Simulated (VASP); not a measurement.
# LiS2 (Fm-3m) in VASP: a series of runs

The runs below take LiS2 through single point, relaxation of cell and atoms, with PBE.

All numbers are computed with VASP 6.6.1; they aren't measurements. Logs are shortened: lines on timing, memory, paths and dates and some standing lists are left out, and cuts for length are marked.

**1. The cell of the first run**

Symmetry: Fm-3m, No. 225, cubic system. The conventional cell has a = 5.807 Å, b = 5.807 Å, c = 5.807 Å, α = 90.00°, β = 90.00°, γ = 90.00°. Li (site symmetry m-3m) has 8 S at 2.51 Å within 3.3 Å. S (site symmetry -43m) has 4 Li at 2.51 Å and 6 S at 2.90 Å within 3.3 Å.

**2. Single point, PBE**

The input, INCAR:

```
SYSTEM = LiS2
  ALGO = Normal
  EDIFF = 1E-7
  ENCUT = 520
  GGA = PE
  ISIF = 2
  ISMEAR = 0
  LASPH = .True.
  LCHARG = .True.
  LELF = .True.
  LREAL = .False.
  LVHAR = .True.
  LWAVE = .False.
  NBANDS = 14
  NELM = 60
  PREC = Accurate
  SIGMA = 0.1
```

The input, KPOINTS:

```
k-points
0
Gamma
  14 14 14
  0 0 0
```

The input, POSCAR:

```
LiS2
1.0
    0.0000000000      2.9034330810      2.9034330810
    2.9034330810      0.0000000000      2.9034330810
    2.9034330810      2.9034330810      0.0000000000
Li S
1 2
Direct
    0.0000000000      0.0000000000      0.0000000000
    0.2500000000      0.2500000000      0.2500000000
    0.7500000000      0.7500000000      0.7500000000
```

Potentials or basis: VASP PAW PBE potentials, release 64 (Li_sv, S).

On the command line:

```sh
cat potpaw_PBE.64/Li_sv/POTCAR potpaw_PBE.64/S/POTCAR > POTCAR
mpirun -np 1 vasp_std > vasp.out
```

OUTCAR:

```text
SYSTEM = LiS2
   EDIFF = 1E-7
   ENCUT = 520
   GGA = PE
   ISIF = 2
   ISMEAR = 0
   LASPH = .True.
   LREAL = .False.
   NELM = 60
   PREC = Accurate

 ion  position               nearest neighbor table
   1  0.000  0.000  0.000-   3 2.51   3 2.51   3 2.51   2 2.51   3 2.51   2 2.51   2 2.51   2 2.51

   2  0.250  0.250  0.250-   1 2.51   1 2.51   1 2.51   1 2.51
   3  0.750  0.750  0.750-   1 2.51   1 2.51   1 2.51   1 2.51

  LATTYP: Found a face centered cubic cell.
 ALAT       =     5.8068661620

  Lattice vectors:

 A1 = (   0.0000000000,   2.9034330810,   2.9034330810)
 A2 = (   2.9034330810,   0.0000000000,   2.9034330810)
 A3 = (   2.9034330810,   2.9034330810,   0.0000000000)

Analysis of symmetry for initial positions (statically):
=====================================================================
 Subroutine PRICEL returns:
 Original cell was already a primitive cell.

 Routine SETGRP: Setting up the symmetry group for a
 face centered cubic supercell.

 Subroutine GETGRP returns: Found 48 space group operations
 (whereof 48 operations were pure point group operations)
 out of a pool of 48 trial point group operations.

The static configuration has the point symmetry O_h .

Analysis of symmetry for dynamics (positions and initial velocities):
=====================================================================
 Subroutine PRICEL returns:
 Original cell was already a primitive cell.

 Routine SETGRP: Setting up the symmetry group for a
 face centered cubic supercell.

 Subroutine GETGRP returns: Found 48 space group operations
 (whereof 48 operations were pure point group operations)
 out of a pool of 48 trial point group operations.

The dynamic configuration has the point symmetry O_h .

 Subroutine INISYM returns: Found 48 space group operations
 (whereof 48 operations are pure point group operations),
 and found     1 'primitive' translations

----------------------------------------------------------------------------------------

                                     Primitive cell

  volume of cell :      48.9514

  direct lattice vectors                    reciprocal lattice vectors
     0.000000000  2.903433081  2.903433081    -0.172209927  0.172209927  0.172209927
     2.903433081  0.000000000  2.903433081     0.172209927 -0.172209927  0.172209927
     2.903433081  2.903433081  0.000000000     0.172209927  0.172209927 -0.172209927

  length of vectors
     4.106074441  4.106074441  4.106074441     0.298276344  0.298276344  0.298276344

  position of ions in fractional coordinates (direct lattice)
     0.000000000  0.000000000  0.000000000
     0.250000000  0.250000000  0.250000000
     0.750000000  0.750000000  0.750000000

  ion indices of the primitive-cell ions
   primitive index   ion index
                 1           1
                 2           2
                 3           3

----------------------------------------------------------------------------------------

 KPOINTS: k-points

Automatic generation of k-mesh.
 Grid dimensions read from file:
 generate k-points for:   14   14   14

 Generating k-lattice:

  Cartesian coordinates                     Fractional coordinates (reciprocal lattice)
    -0.012300709  0.012300709  0.012300709     0.071428571  0.000000000  0.000000000
     0.012300709 -0.012300709  0.012300709     0.000000000  0.071428571  0.000000000
     0.012300709  0.012300709 -0.012300709     0.000000000  0.000000000  0.071428571

  Length of vectors
     0.021305453  0.021305453  0.021305453

  Shift w.r.t. Gamma in fractional coordinates (k-lattice)
     0.000000000  0.000000000  0.000000000

 Subroutine IBZKPT returns following result:
 ===========================================

 Found    104 irreducible k-points:

 Following reciprocal coordinates:
            Coordinates               Weight
  0.000000  0.000000  0.000000      1.000000
  0.071429  0.000000  0.000000      8.000000
  0.142857  0.000000  0.000000      8.000000
  0.214286  0.000000  0.000000      8.000000
  0.285714  0.000000  0.000000      8.000000
  0.357143  0.000000  0.000000      8.000000
[... 16 lines left out ...]
  0.214286  0.142857  0.000000     24.000000
  0.285714  0.142857  0.000000     24.000000
 [... further k-points ...]
   k-points           NKPTS =    104   k-points in BZ     NKDIM =    104   number of bands    NBANDS=     14
   number of dos      NEDOS =    301   number of ions     NIONS =      3
   total plane-waves  NPLWV =  32768
   dimension x,y,z NGX =    32 NGY =   32 NGZ =   32
   dimension x,y,z NGXF=    64 NGYF=   64 NGZF=   64
   ions per type =               1   2
   NGX,Y,Z   is equivalent  to a cutoff of  12.96, 12.96, 12.96 a.u.
   NGXF,Y,Z  is equivalent  to a cutoff of  25.91, 25.91, 25.91 a.u.
 SYSTEM =  LiS2
   PREC   = accura    normal or accurate (medium, high low for compatibility)
   ISTART =      0    job   : 0-new  1-cont  2-samecut
   ICHARG =      2    charge: 1-file 2-atom 10-const
   ISPIN  =      1    spin polarized calculation?
   LNONCOLLINEAR =      F non collinear calculations
   LSORBIT =      F    spin-orbit coupling
   LASPH  =      T    aspherical Exc in radial PAW
   ENCUT  =  520.0 eV  38.22 Ry    6.18 a.u.   7.63  7.63  7.63*2*pi/ulx,y,z
   NELM   =     60;   NELMIN=  2; NELMDL= -5     # of ELM steps
   EDIFF  = 0.1E-06   stopping-criterion for ELM
   LREAL  =      F    real-space projection
   EDIFFG = 0.1E-05   stopping-criterion for IOM
   NSW    =      0    number of steps for IOM
   IBRION =     -1    ionic relax: 0-MD 1-quasi-New 2-CG
   NFREE  =      0    steps in history (QN), initial steepest desc. (CG)
   ISIF   =      2    stress and relaxation
   ISYM   =      2    0-nonsym 1-usesym 2-fastsym
   POTIM  = 0.5000    time-step for ionic-motion
   TEBEG  =    0.0;   TEEND  =   0.0 temperature during run
   PSTRESS=    0.0 pullay stress
   NELECT =      15.0000    total number of electrons
   NUPDOWN=      -1.0000    fix difference up-down
   EMIN   =  10.00;   EMAX   =-10.00  energy-range for DOS
   EFERMI =   0.00;   METHOD = LEGACY
   ISMEAR =     0;   SIGMA  =   0.10  broadening in eV -4-tet -1-fermi 0-gaus
   EFERMI_NEDOS =   21; number of points for ismear=-14 and -15
   IALGO  =     38    algorithm
   IMIX   =      4    mixing-type and parameters
     AMIX     =   0.40;   BMIX     =  1.00
     AMIX_MAG =   1.60;   BMIX_MAG =  1.00
  volume/ion in A,a.u.               =      16.32       110.11
  Fermi-wavevector in a.u.,A,eV,Ry     =   1.103698  2.085686 16.573915  1.218148
  Thomas-Fermi vector in A             =   2.240160
   LORBIT       =      0    0 simple, 1 ext, 2 COOP (PROOUT), +10 PAW based schemes
   GGA     = PE    functional components
   LHFCALC =     F    Hartree Fock is set to
   AEXX    =    0.0000 exact exchange contribution
   IVDW    =     0    specifies the selected vdW correction
   LEPSILON=     F    determine dielectric tensor
   LRPA    =     F    only Hartree local field effects (RPA)
 non-spin polarized calculation
 Gauss-broadening in eV      SIGMA  =   0.10
  energy-cutoff  :      520.00
  volume of cell :       48.95
 maximum number of plane-waves:      1363
   NGX = 15   NGY = 15   NGZ = 15

 number of electron      14.9999997 magnetization

 Free energy of the ion-electron system (eV)
  ---------------------------------------------------
  ext. energy  EPLUGINS =         0.00000000
  ---------------------------------------------------
  free energy    TOTEN  =       -10.38483451 eV

  energy without entropy =      -10.37775028  energy(sigma->0) =      -10.38129239

 E-fermi :   4.4119     XC(G=0):  -9.6933

 val. band max:        4.3936603509   @ k =   0.4286   0.2143   0.0000
 cond. band min:       4.4244904239   @ k =   0.2143   0.0714   0.0000
 fundamental gap:      0.0308300730
 Fermi energy:         4.4118714247

 k-point     1 :       0.0000    0.0000    0.0000
  band No.  band energies     occupation
      1     -40.7153      2.00000
      2     -10.0417      2.00000
      3      -5.5041      2.00000
      4       1.3374      2.00000
      5       1.3374      2.00000
      6       1.3374      2.00000
      7       4.6278      0.00226
      8       4.6278      0.00226
      9       4.6278      0.00226
     10       9.2503      0.00000
     11       9.2503      0.00000
     12       9.2503      0.00000
     13      11.8006      0.00000
     14      11.8006      0.00000

 k-point     2 :       0.0714    0.0000    0.0000
  band No.  band energies     occupation
      1     -40.7151      2.00000
      2     -10.0000      2.00000
      3      -5.5831      2.00000
      4       1.3348      2.00000
      5       1.3454      2.00000
      6       1.3454      2.00000
      7       4.5157      0.14202
      8       4.5157      0.14202
      9       4.5512      0.04873
     10       9.3514      0.00000
     11       9.3514      0.00000
     12       9.3544      0.00000
     13      12.0073      0.00000
     14      12.0073      0.00000

 k-point     3 :       0.1429    0.0000    0.0000
  band No.  band energies     occupation
      1     -40.7150      2.00000
      2      -9.8754      2.00000
      3      -5.8120      2.00000
      4       1.3429      2.00000
      5       1.3727      2.00000
      6       1.3727      2.00000
      7       4.2158      1.99443
      8       4.2158      1.99443
      9       4.3260      1.77528
     10       9.6550      0.00000
     11       9.6550      0.00000
     12       9.6870      0.00000
     13      12.5820      0.00000
     14      12.5820      0.00000

 k-point     4 :       0.2143    0.0000    0.0000
  band No.  band energies     occupation
      1     -40.7148      2.00000
      2      -9.6699      2.00000
      3      -6.1674      2.00000
      4       1.3948      2.00000
      5       1.4279      2.00000
      6       1.4279      2.00000
      7       3.8065      2.00000
      8       3.8065      2.00000
      9       3.9805      2.00000
     10      10.1551      0.00000
     11      10.1551      0.00000
     12      10.2494      0.00000
     13      13.4271      0.00000
     14      13.4271      0.00000

 k-point     5 :       0.2857    0.0000    0.0000
  band No.  band energies     occupation
      1     -40.7146      2.00000
      2      -9.3868      2.00000
      3      -6.6146      2.00000
      4       1.5158      2.00000
      5       1.5221      2.00000
      6       1.5221      2.00000
      7       3.3608      2.00000
      8       3.3608      2.00000
      9       3.5660      2.00000
     10      10.8331      0.00000
     11      10.8331      0.00000
[... 276 lines left out ...]
 k-point    22 :       0.1429    0.1429    0.0000
  band No.  band energies     occupation
      1     -40.7149      2.00000
      2      -9.8248      2.00000
      3      -5.8673      2.00000
      4       0.9665      2.00000
      5       0.9665      2.00000
      6       2.1958      2.00000
      7       3.0529      2.00000
      8       4.8227      0.00000
      9       4.8227      0.00000
     10       8.9888      0.00000
     11      10.2093      0.00000
     12      10.2093      0.00000
     13      12.0616      0.00000
     14      12.3626      0.00000

 k-point    23 :       0.2143    0.1429    0.0000
  band No.  band energies     occupation
      1     -40.7148      2.00000
      2      -9.6802      2.00000
      3      -6.0837      2.00000
      4       0.8368      2.00000
      5       0.8391      2.00000
      6       2.4411      2.00000
      7       2.5805      2.00000
      8       4.7977      0.00000
      9       4.8116      0.00000
     10       9.0273      0.00000
     11      10.7447      0.00000
     12      10.7454      0.00000
     13      12.3859      0.00000
     14      12.6669      0.00000

 k-point    24 :       0.2857    0.1429    0.0000
  band No.  band energies     occupation
      1     -40.7146      2.00000
      2      -9.4593      2.00000
      3      -6.4102      2.00000
      4       0.7728      2.00000
      5       0.7906      2.00000
      6       1.8700      2.00000
      7       2.9400      2.00000
      8       4.5807      0.01696
      9       4.6172      0.00368
     10       9.3135      0.00000
     11      11.4331      0.00000
     12      11.4365      0.00000
     13      13.0497      0.00000
     14      13.2482      0.00000

 [... further k-points ...]
[... 5 lines left out ...]
  --------------------------------------------------------------------------------------
  -------------------------------------------------------------------------------------
  Total       -0.0383051     -0.0383051     -0.0383051     -0.0000000      0.0000000      0.0000000
  in kB       -1.2537227     -1.2537227     -1.2537227     -0.0000000      0.0000000      0.0000000
  external PRESSURE =      -1.2537227 kB  Pullay stress =       0.0000000 kB

 VOLUME and BASIS-vectors are now :
 -----------------------------------------------------------------------------
  energy-cutoff  :      520.00
  volume of cell :       48.95
      direct lattice vectors                 reciprocal lattice vectors
     0.000000000  2.903433081  2.903433081    -0.172209927  0.172209927  0.172209927
     2.903433081  0.000000000  2.903433081     0.172209927 -0.172209927  0.172209927
     2.903433081  2.903433081  0.000000000     0.172209927  0.172209927 -0.172209927

 POSITION                                       TOTAL-FORCE (eV/Angst)
 -----------------------------------------------------------------------------------
      0.00000      0.00000      0.00000         0.000000     -0.000000      0.000000
      1.45172      1.45172      1.45172         0.000000      0.000000      0.000000
      4.35515      4.35515      4.35515        -0.000000     -0.000000     -0.000000
 -----------------------------------------------------------------------------------
    total drift:                                0.000000     -0.000000      0.000000

  FREE ENERGIE OF THE ION-ELECTRON SYSTEM (eV)
  ---------------------------------------------------
  free  energy   TOTEN  =       -10.3848345062 eV

  energy  without entropy=      -10.3777502819  energy(sigma->0) =      -10.38129239
```

Wall time 36 s (1 thread of Intel Xeon 6975P-C, shared host); peak memory 0.2 GiB.

Results:

```yaml
Free_energy: -10.3848 eV
```

Levels at points of the mesh, in eV from the Fermi level:
```csv
k point,band 4,band 5,band 6,band 7,band 8,band 9,band 10,band 11
"(0.00, 0.00, 0.00)",-3.07,-3.07,-3.07,0.22,0.22,0.22,4.84,4.84
"(0.50, 0.00, 0.00)",-2.41,-2.41,-2.11,-2.07,-2.07,-2.07,8.67,8.67
"(0.50, 0.50, 0.00)",-5.75,-4.59,-4.59,1.32,1.32,2.14,4.05,8.76
```

Caveat: the cutoff is under 1.25 times the usual one of these potentials, so pressure, stress and relaxed cells hold a basis-set (Pulay) error.

**3. Single point, PBE**

This run uses another cell than the first one: it holds 6 atoms, not 3.

The input, INCAR:

```
PREC     = Accurate       # precision mode
ENCUT    = 520            # plane-wave cutoff, eV
EDIFF    = 1E-7           # SCF threshold, eV
ISMEAR   = 0              # smearing method
SIGMA    = 0.1            # smearing width, eV
LREAL    = F              # projectors in reciprocal space
LASPH    = T              # aspherical terms in the spheres
NELM     = 100            # most SCF steps
ALGO     = Normal         # electronic algorithm
ISIF     = 2              # what is computed and relaxed
LWAVE    = F              # write WAVECAR
LCHARG   = T              # write CHGCAR
GGA      = PE             # functional
LELF     = T              # ELF
LVHAR    = T            
NBANDS   = 24             # bands
```

The input, KPOINTS:

```
regular mesh
0
Gamma
  6 6 6
```

The input, POSCAR:

```
LiS2
1.0
   -2.9034330810      0.0000000000     -2.9034330810
   -2.9034330810     -2.9034330810      0.0000000000
   -5.8068661620      2.9034330810      2.9034330810
Li S
2 4
Direct
    0.0000000000      0.0000000000      0.0000000000
    0.5000000000      0.5000000000      0.5000000000
    0.6250000000      0.6250000000      0.1250000000
    0.1250000000      0.1250000000      0.6250000000
    0.8750000000      0.8750000000      0.3750000000
    0.3750000000      0.3750000000      0.8750000000
```

Potentials or basis: VASP PAW PBE potentials, release 64 (Li_sv, S).

On the command line:

```sh
cat potpaw_PBE.64/Li_sv/POTCAR potpaw_PBE.64/S/POTCAR > POTCAR
mpirun -np 1 vasp_std > vasp.out
```

Wall time 64 s (1 thread of Intel Xeon 6975P-C, shared host); peak memory 0.24 GiB.

The run converged. Its results:

| Quantity | Value |
| --- | --- |
| Free energy | -20.7626 eV |
| Band gap on the k mesh | zero (band 15 reaches 4.95 eV, above the bottom of band 16 at 3.58 eV) |

Levels at points of the mesh, in eV from the Fermi level:
| k point | band 11 | band 12 | band 13 | band 14 | band 15 | band 16 | band 17 | band 18 | band 19 | band 20 |
| --- | --- | --- | --- | --- | --- | --- | --- | --- | --- | --- |
| (0.00, 0.00, 0.00) | -2.45 | -2.15 | -2.11 | -2.11 | -2.11 | 0.17 | 0.17 | 0.17 | 4.79 | 4.79 |
| (0.50, 0.00, 0.00) | -3.90 | -3.90 | -0.04 | -0.04 | 0.00 | 0.00 | 0.74 | 0.74 | 5.43 | 5.43 |
| (0.50, 0.50, 0.00) | -2.45 | -2.15 | -2.11 | -2.11 | -2.11 | 1.28 | 1.28 | 2.10 | 4.00 | 8.62 |
| (0.00, 0.00, 0.50) | -2.99 | -2.99 | -0.87 | -0.87 | -0.87 | -0.87 | -0.68 | -0.68 | 6.02 | 6.02 |

Caveat: the cutoff is under 1.25 times the usual one of these potentials, so pressure, stress and relaxed cells hold a basis-set (Pulay) error.

**4. Relaxation of cell and atoms, PBE**

The input, INCAR:

```
PREC = Accurate
ENCUT = 600
EDIFF = 1E-6
ISMEAR = 0
SIGMA = 0.1
LREAL = F
LASPH = T
NELM = 80
ALGO = Normal
ISIF = 3
LWAVE = F
LCHARG = F
GGA = PE
IBRION = 2
NSW = 100
EDIFFG = -0.01
```

The input, KPOINTS:

```
Automatic mesh
0
Gamma
  14 14 14
```

The input, POSCAR:

```
LiS2
1.0
    0.0000000000      2.9034330810      2.9034330810
    2.9034330810      0.0000000000      2.9034330810
    2.9034330810      2.9034330810      0.0000000000
Li S
1 2
Direct
    0.0000000000      0.0000000000      0.0000000000
    0.2500000000      0.2500000000      0.2500000000
    0.7500000000      0.7500000000      0.7500000000
```

On the command line:

```sh
cat potpaw_PBE.64/Li_sv/POTCAR potpaw_PBE.64/S/POTCAR > POTCAR
mpirun -np 1 vasp_std > vasp.out
```

It took 69 s on 1 thread of Intel Xeon 6975P-C, shared host; peak memory 0.24 GiB.

It converged, with:

```
Free energy                            : -10.3850 eV
Relaxed volume                         : 16.29 Å³/atom
Relaxed cell                           : a = 4.104 Å, b = 4.104 Å, c = 4.104 Å, α = 60.00°, β = 60.00°, γ = 60.00°
Space group after relaxing (to 0.05 Å) : Fm-3m (No. 225)
Energy gained by relaxing              : 0.0 meV/atom
Ionic steps                            : 2
Pressure after relaxing                : 0.0 GPa
```

Final structure:
```
Li S
1.0
     0.00000    2.90171    2.90171
     2.90171    0.00000    2.90171
     2.90171    2.90171    0.00000
Li S
1 2
Direct
  0.00000 0.00000 0.00000
  0.25000 0.25000 0.25000
  0.75000 0.75000 0.75000
```

Levels at points of the mesh, in eV from the Fermi level:
| k point | band 4 | band 5 | band 6 | band 7 | band 8 | band 9 | band 10 | band 11 |
| --- | --- | --- | --- | --- | --- | --- | --- | --- |
| (0.00, 0.00, 0.00) | -3.08 | -3.08 | -3.08 | 0.22 | 0.22 | 0.22 | 4.83 | 4.83 |
| (0.50, 0.00, 0.00) | -2.42 | -2.42 | -2.11 | -2.07 | -2.07 | -2.07 | 8.67 | 8.72 |
| (0.50, 0.50, 0.00) | -5.77 | -4.60 | -4.60 | 1.32 | 1.32 | 2.15 | 4.04 | 8.76 |

Caveat: the cutoff is under 1.25 times the usual one of these potentials, so pressure, stress and relaxed cells hold a basis-set (Pulay) error.

**5. Summary**

| task | cell | k mesh | cutoff (eV) | gap on the mesh (eV) |
| --- | --- | --- | --- | --- |
| single point | a = 4.106 Å, angles 60.0°, 3 atoms | 14 × 14 × 14 | 520 | none |
| single point | a = 4.106, b = 4.106, c = 7.112 Å, angles 73.2, 73.2, 60.0°, 6 atoms | 6 × 6 × 6 | 520 | none |
| relaxation of cell and atoms | relaxed from a = 4.106 Å, angles 60.0°, 3 atoms | 14 × 14 × 14 | 600 | none |

Alike in all rows: level PBE; potentials or basis VASP PAW PBE potentials, release 64 (Li_sv, S); no spin polarisation; smearing gaussian 0.1 eV.

Caveats: the cutoff is under 1.25 times the usual one of these potentials, so pressure, stress and relaxed cells hold a basis-set (Pulay) error.

Total energies depend on the potentials used, so only differences within one code and one set of settings carry meaning.
